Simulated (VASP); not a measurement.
# ScGa7N8 (Cm) in VASP: single point with r2SCAN

Aim: the single point of ScGa7N8 with r2SCAN.

Everything below comes from runs of VASP 6.6.1. Logs are shortened: lines on timing, memory, paths and dates and some standing lists are left out, and cuts for length are marked.

## Step 1: The cell of the first run

The structure is monoclinic, space group Cm (No. 8). The conventional cell has a = 10.435 Å, b = 6.446 Å, c = 7.641 Å, α = 90.00°, β = 133.00°, γ = 90.00°. Sc (site symmetry m) has 4 N at 2.05 to 2.07 Å within 2.7 Å. Ga (site symmetry 1) has 4 N at 1.93 to 1.97 Å within 2.6 Å. Ga (site symmetry m) has 4 N at 1.94 to 1.99 Å within 2.6 Å. Ga (site symmetry 1) has 4 N at 1.94 to 1.98 Å within 2.6 Å. Within 2.6 Å of Ga (site symmetry m) lie 4 N at 1.95 to 1.98 Å. Ga (site symmetry m) has 4 N at 1.95 to 1.97 Å within 2.6 Å. N (site symmetry m) has 3 Ga at 1.95 Å and 1 Sc at 2.07 Å within 2.6 Å. N (site symmetry m) has 4 Ga at 1.98 to 1.99 Å within 2.6 Å.

## Step 2: Single point, r2SCAN

The input, POSCAR:

```
ScGa7N8
1.0
    3.2229658038     -0.0028378456      5.2172643738
    3.2229658038      0.0028378456     -5.2172643738
   -3.2229658038      5.5886865221     -0.0030574196
Sc Ga N
1 7 8
Direct
    0.1653994398      0.1695123765      0.3349118163
    0.1688529189      0.1703914238      0.8339263735
    0.6651215693      0.6655947339      0.3307163031
    0.6635349496      0.6650734546      0.8339263735
    0.0845639743      0.5834095468      0.1640841246
    0.5806745778      0.0795201503      0.1640841246
    0.0822220696      0.5883772933      0.6705993629
    0.5868989964      0.0811504329      0.6680494292
    0.3642468462      0.9710747197      0.3353215660
    0.8572914622      0.4754967527      0.3327882149
    0.3558100907      0.9807029422      0.8329455610
    0.8522426188      0.4771354704      0.8329455610
    0.2761503513      0.4024489511      0.1586728029
    0.2739416496      0.4072962445      0.6812378941
    0.7562238518      0.8825224516      0.1586728029
    0.7748246337      0.8922930556      0.6671176893
```

The input, INCAR.step1:

```
SYSTEM = ScGa7N8
PREC = Accurate
ENCUT = 520
ISMEAR = 0
SIGMA = 0.1
LREAL = Auto
LASPH = .TRUE.
NELM = 80
NBANDS = 85
GGA = PE
ALGO = Normal
EDIFF = 1E-4
LWAVE = .TRUE.
LCHARG = .FALSE.
```

The input, INCAR.step2:

```
SYSTEM = ScGa7N8
PREC = Accurate
ENCUT = 520
EDIFF = 1E-6
ISMEAR = 0
SIGMA = 0.1
LREAL = Auto
LASPH = .TRUE.
NELM = 80
ALGO = Normal
ISIF = 2
LWAVE = .FALSE.
LCHARG = .FALSE.
METAGGA = R2SCAN
LMIXTAU = .TRUE.
NBANDS = 85
ISTART = 1
```

The input, KPOINTS:

```
regular mesh
0
G
  4 4 4
  0 0 0
```

Potentials or basis: VASP PAW PBE potentials, release 64 (Sc_sv, Ga_d, N).

Started as:

```sh
> cat potpaw_PBE.64/Sc_sv/POTCAR potpaw_PBE.64/Ga_d/POTCAR potpaw_PBE.64/N/POTCAR > POTCAR
> cp INCAR.step1 INCAR
> mpirun -np 1 vasp_std > vasp.out
> cp INCAR.step2 INCAR
> mpirun -np 1 vasp_std > vasp.out
```

OUTCAR:

```text
SYSTEM = ScGa7N8
   PREC = Accurate
   ENCUT = 520
   EDIFF = 1E-6
   ISMEAR = 0
   LREAL = Auto
   LASPH = .TRUE.
   NELM = 80
   ISIF = 2
   METAGGA = R2SCAN
   ISTART = 1

 ion  position               nearest neighbor table
   1  0.165  0.170  0.335-  13 2.05  15 2.05  14 2.05   9 2.07
   2  0.169  0.170  0.834-  13 1.93  14 1.93  11 1.97  16 1.97
   3  0.665  0.666  0.331-  15 1.94  13 1.94  16 1.98  10 1.99
   4  0.664  0.665  0.834-  15 1.93  14 1.93  12 1.97  16 1.97
   5  0.085  0.583  0.164-  13 1.94   9 1.95  12 1.96  10 1.98
   6  0.581  0.080  0.164-  15 1.94   9 1.95  11 1.96  10 1.98
[... 8 lines left out ...]
  15  0.756  0.883  0.159-   4 1.93   3 1.94   6 1.94   1 2.05
  16  0.775  0.892  0.667-   8 1.97   2 1.97   4 1.97   3 1.98

  LATTYP: Found a base centered monoclinic cell.
 ALAT       =    10.4345302912
 B/A-ratio  =     0.6177500499
 C/A-ratio  =     0.7323101735
 COS(beta)  =    -0.6819728579

  Lattice vectors:

 A1 = (   3.2229658038,   0.0028378456,  -5.2172643738)
 A2 = (  -3.2229658038,   0.0028378456,  -5.2172643738)
 A3 = (   0.0000000000,   5.5858486765,   5.2142069542)

Analysis of symmetry for initial positions (statically):
=====================================================================
 Subroutine PRICEL returns:
 Original cell was already a primitive cell.

 Routine SETGRP: Setting up the symmetry group for a
 base centered monoclinic supercell.

 Subroutine GETGRP returns: Found  2 space group operations
 (whereof  2 operations were pure point group operations)
 out of a pool of  4 trial point group operations.

The static configuration has the point symmetry C_1h.

Analysis of symmetry for dynamics (positions and initial velocities):
=====================================================================
 Subroutine PRICEL returns:
 Original cell was already a primitive cell.

 Routine SETGRP: Setting up the symmetry group for a
 base centered monoclinic supercell.

 Subroutine GETGRP returns: Found  2 space group operations
 (whereof  2 operations were pure point group operations)
 out of a pool of  4 trial point group operations.

The dynamic configuration has the point symmetry C_1h.

 Subroutine INISYM returns: Found  2 space group operations
 (whereof  2 operations are pure point group operations),
 and found     1 'primitive' translations

----------------------------------------------------------------------------------------

                                     Primitive cell

  volume of cell :     187.9482

  direct lattice vectors                    reciprocal lattice vectors
     3.222965804 -0.002837846  5.217264374     0.155136613  0.089518916  0.095884357
     3.222965804  0.002837846 -5.217264374     0.155136613  0.089414058 -0.095787030
    -3.222965804  5.588686522 -0.003057420     0.000000000  0.178932974  0.000097328

  length of vectors
     6.132484339  6.132484339  6.451428909     0.203162041  0.203069933  0.178933000

  position of ions in fractional coordinates (direct lattice)
     0.165399440  0.169512377  0.334911816
     0.168852919  0.170391424  0.833926373
     0.665121569  0.665594734  0.330716303
     0.663534950  0.665073455  0.833926373
     0.084563974  0.583409547  0.164084125
     0.580674578  0.079520150  0.164084125
[... 8 lines left out ...]
     0.756223852  0.882522452  0.158672803
     0.774824634  0.892293056  0.667117689

  ion indices of the primitive-cell ions
   primitive index   ion index
                 1           1
                 2           2
                 3           3
                 4           4
                 5           5
                 6           6
[... 8 lines left out ...]
                15          15
                16          16

----------------------------------------------------------------------------------------

 KPOINTS: regular mesh

Automatic generation of k-mesh.
 Grid dimensions read from file:
 generate k-points for:    4    4    4

 Generating k-lattice:

  Cartesian coordinates                     Fractional coordinates (reciprocal lattice)
     0.038784153  0.022379729  0.023971089     0.250000000  0.000000000 -0.000000000
     0.038784153  0.022353514 -0.023946757     0.000000000  0.250000000  0.000000000
     0.000000000  0.044733243  0.000024332     0.000000000 -0.000000000  0.250000000

  Length of vectors
     0.050790510  0.050767483  0.044733250

  Shift w.r.t. Gamma in fractional coordinates (k-lattice)
     0.000000000  0.000000000  0.000000000

 Subroutine IBZKPT returns following result:
 ===========================================

 Found     24 irreducible k-points:

 Following reciprocal coordinates:
            Coordinates               Weight
  0.000000  0.000000  0.000000      1.000000
  0.250000  0.000000 -0.000000      4.000000
  0.500000  0.000000 -0.000000      2.000000
  0.000000  0.250000  0.000000      4.000000
  0.250000  0.250000 -0.000000      4.000000
  0.500000  0.250000 -0.000000      4.000000
[... 16 lines left out ...]
 -0.250000  0.250000  0.500000      2.000000
  0.500000  0.500000  0.500000      1.000000
   k-points           NKPTS =     24   k-points in BZ     NKDIM =     24   number of bands    NBANDS=     85
   number of dos      NEDOS =    301   number of ions     NIONS =     16
   total plane-waves  NPLWV = 110592
   dimension x,y,z NGX =    48 NGY =   48 NGZ =   48
   dimension x,y,z NGXF=    96 NGYF=   96 NGZF=   96
   ions per type =               1   7   8
   NGX,Y,Z   is equivalent  to a cutoff of  13.01, 13.01, 12.37 a.u.
   NGXF,Y,Z  is equivalent  to a cutoff of  26.02, 26.02, 24.74 a.u.
 SYSTEM =  ScGa7N8
   PREC   = accura    normal or accurate (medium, high low for compatibility)
   ISTART =      1    job   : 0-new  1-cont  2-samecut
   ICHARG =      0    charge: 1-file 2-atom 10-const
   ISPIN  =      1    spin polarized calculation?
   LNONCOLLINEAR =      F non collinear calculations
   LSORBIT =      F    spin-orbit coupling
   LASPH  =      T    aspherical Exc in radial PAW
   ENCUT  =  520.0 eV  38.22 Ry    6.18 a.u.  11.40 11.40 12.00*2*pi/ulx,y,z
   NELM   =     80;   NELMIN=  2; NELMDL=  0     # of ELM steps
   EDIFF  = 0.1E-05   stopping-criterion for ELM
   LREAL  =      T    real-space projection
   EDIFFG = 0.1E-04   stopping-criterion for IOM
   NSW    =      0    number of steps for IOM
   IBRION =     -1    ionic relax: 0-MD 1-quasi-New 2-CG
   NFREE  =      0    steps in history (QN), initial steepest desc. (CG)
   ISIF   =      2    stress and relaxation
   ISYM   =      2    0-nonsym 1-usesym 2-fastsym
   POTIM  = 0.5000    time-step for ionic-motion
   TEBEG  =    0.0;   TEEND  =   0.0 temperature during run
   PSTRESS=    0.0 pullay stress
   NELECT =     142.0000    total number of electrons
   NUPDOWN=      -1.0000    fix difference up-down
   EMIN   =  10.00;   EMAX   =-10.00  energy-range for DOS
   EFERMI =   0.00;   METHOD = LEGACY
   ISMEAR =     0;   SIGMA  =   0.10  broadening in eV -4-tet -1-fermi 0-gaus
   EFERMI_NEDOS =   21; number of points for ismear=-14 and -15
   IALGO  =     38    algorithm
   IMIX   =      4    mixing-type and parameters
     AMIX     =   0.40;   BMIX     =  1.00
     AMIX_MAG =   1.60;   BMIX_MAG =  1.00
  volume/ion in A,a.u.               =      11.75        79.27
  Fermi-wavevector in a.u.,A,eV,Ry     =   1.491048  2.817672 30.248792  2.223223
  Thomas-Fermi vector in A             =   2.603752
   LORBIT       =      0    0 simple, 1 ext, 2 COOP (PROOUT), +10 PAW based schemes
   METAGGA = R2SCAN    functional components
   LHFCALC =     F    Hartree Fock is set to
   AEXX    =    0.0000 exact exchange contribution
   IVDW    =     0    specifies the selected vdW correction
   LEPSILON=     F    determine dielectric tensor
   LRPA    =     F    only Hartree local field effects (RPA)
 non-spin polarized calculation
 Gauss-broadening in eV      SIGMA  =   0.10
  energy-cutoff  :      520.00
  volume of cell :      187.95
 maximum number of plane-waves:      5082
 NGX is ok and might be reduce to    48
   NGX = 23   NGY = 23   NGZ = 23

 number of electron     142.0000002 magnetization

 Free energy of the ion-electron system (eV)
  ---------------------------------------------------
  ext. energy  EPLUGINS =         0.00000000
  ---------------------------------------------------
  free energy    TOTEN  =      -177.12870796 eV

  energy without entropy =     -177.12870796  energy(sigma->0) =     -177.12870796

 E-fermi :   5.1379     XC(G=0): -12.4295

 val. band max:        4.5292494439   @ k =   0.0000   0.0000   0.0000
 cond. band min:       7.0907207657   @ k =   0.0000   0.0000   0.0000
 fundamental gap:      2.5614713218
 Fermi energy:         5.1379308547

 k-point     1 :       0.0000    0.0000    0.0000
  band No.  band energies     occupation
      1     -44.3934      2.00000
      2     -22.2437      2.00000
      3     -22.2379      2.00000
      4     -22.2281      2.00000
      5     -11.6509      2.00000
      6     -10.8210      2.00000
[... 75 lines left out ...]
     82      11.7525      0.00000
     83      12.1873      0.00000

 k-point     2 :       0.2500    0.0000   -0.0000
  band No.  band energies     occupation
      1     -44.3934      2.00000
      2     -22.2445      2.00000
      3     -22.2382      2.00000
      4     -22.2284      2.00000
      5     -11.4741      2.00000
      6     -10.8451      2.00000
[... 75 lines left out ...]
     82      11.7297      0.00000
     83      12.2680      0.00000
[... 1804 lines left out ...]
     82      11.9090      0.00000
     83      12.5352      0.00000

 k-point    24 :       0.5000    0.5000    0.5000
  band No.  band energies     occupation
      1     -44.3933      2.00000
      2     -22.2446      2.00000
      3     -22.2393      2.00000
      4     -22.2293      2.00000
      5     -11.0096      2.00000
      6     -10.9156      2.00000
[... 75 lines left out ...]
     82      12.1820      0.00000
     83      12.2699      0.00000
 [bands above 83 left out]

------------------------ aborting loop because EDIFF is reached ----------------------------------------

  FORCE on cell =-STRESS in cart. coord.  units (eV):
  Direction    XX          YY          ZZ          XY          YZ          ZX
  --------------------------------------------------------------------------------------
  -------------------------------------------------------------------------------------
  Total        1.2349024      1.2008662      1.1235356      0.0000000     -0.0031333      0.0000000
  in kB       10.5270102     10.2368670      9.5776566      0.0000000     -0.0267100      0.0000000
  external PRESSURE =      10.1138446 kB  Pullay stress =       0.0000000 kB

 VOLUME and BASIS-vectors are now :
 -----------------------------------------------------------------------------
  energy-cutoff  :      520.00
  volume of cell :      187.95
      direct lattice vectors                 reciprocal lattice vectors
     3.222965804 -0.002837846  5.217264374     0.155136613  0.089518916  0.095884357
     3.222965804  0.002837846 -5.217264374     0.155136613  0.089414058 -0.095787030
    -3.222965804  5.588686522 -0.003057420     0.000000000  0.178932974  0.000097328

 POSITION                                       TOTAL-FORCE (eV/Angst)
 -----------------------------------------------------------------------------------
      0.00000      1.87173     -0.02248         0.000000      0.016410      0.017187
     -1.59434      4.66056     -0.01058        -0.011606     -0.018270      0.003985
      3.22297      1.84827     -0.00348        -0.000000      0.016865      0.041252
      1.59434      4.66056     -0.01058         0.011606     -0.018270      0.003985
      1.62402      0.91843     -2.60311         0.012274      0.019779      0.004169
      1.59895      0.91559      2.61415        -0.012274      0.019779      0.004169
[... 8 lines left out ...]
      4.77023      0.88713     -0.65942        -0.018244     -0.011454     -0.011078
      3.22297      3.72864     -0.61490         0.000000      0.005082     -0.000811
 -----------------------------------------------------------------------------------
    total drift:                               -0.000077     -0.011377      0.004724

  FREE ENERGIE OF THE ION-ELECTRON SYSTEM (eV)
  ---------------------------------------------------
  free  energy   TOTEN  =      -177.1287079640 eV

  energy  without entropy=     -177.1287079640  energy(sigma->0) =     -177.12870796
```

It took 48 min on 1 thread of Intel Xeon 8259CL, shared host; peak memory 0.51 GiB.

Results:

- Free energy: -177.1287 eV
- Pressure: 1.0 GPa
- Largest force: 0.050 eV/Å
- Band gap on the k mesh: 2.56 eV

Forces in eV/Å, atoms in the order of the input:
```
Sc   0.000  0.016  0.017
Ga  -0.012 -0.018  0.004
Ga   0.000  0.017  0.041
Ga   0.012 -0.018  0.004
Ga   0.012  0.020  0.004
Ga  -0.012  0.020  0.004
Ga   0.000 -0.009  0.025
Ga   0.000 -0.030 -0.021
N    0.000  0.005  0.018
N    0.000 -0.002 -0.050
N    0.006 -0.002 -0.008
N   -0.006 -0.002 -0.008
N    0.018 -0.011 -0.011
N    0.000  0.022 -0.008
N   -0.018 -0.011 -0.011
N    0.000  0.005 -0.001
```

Stress tensor (GPa, compression positive):
```
1.05 0.00 0.00
0.00 1.02 0.00
0.00 0.00 0.96
```

Caveat: the PAW data sets were made with another functional, which shifts forces and pressure a little.
